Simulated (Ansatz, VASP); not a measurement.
TaC in VASP and in Ansatz

```
Ta C
1.0
     0.00000    2.22700    2.22700
     2.22700    0.00000    2.22700
     2.22700    2.22700    0.00000
Ta C
1 1
Cartesian
  0.0000 0.0000 0.0000
  2.2270 2.2270 2.2270
```

Alike in both runs: task single point; functional PBE; k mesh 12 × 12 × 12; occupations fermi-dirac, width 0.1 eV; no spin polarisation.

```csv
,VASP,Ansatz
version,VASP 6.6.1,Ansatz 0.2.0
potentials or method,"VASP PAW PBE potentials, release 64 (Ta_pv, C), cutoff 600 eV","PAW, plane waves, scalar-relativistic"
valence electrons in the cell,15,17
```

|  | VASP | Ansatz | Ansatz less VASP |
| --- | --- | --- | --- |
| pressure (GPa) | 5.6 | 5.0 | -0.61 |

With one functional, cell and mesh, what is left measures potentials, basis and numerics. VASP's potentials hold 15 valence electrons a cell and Ansatz's 17, so a difference there can come from the potentials and not from the codes.

Spin-orbit coupling is off throughout.
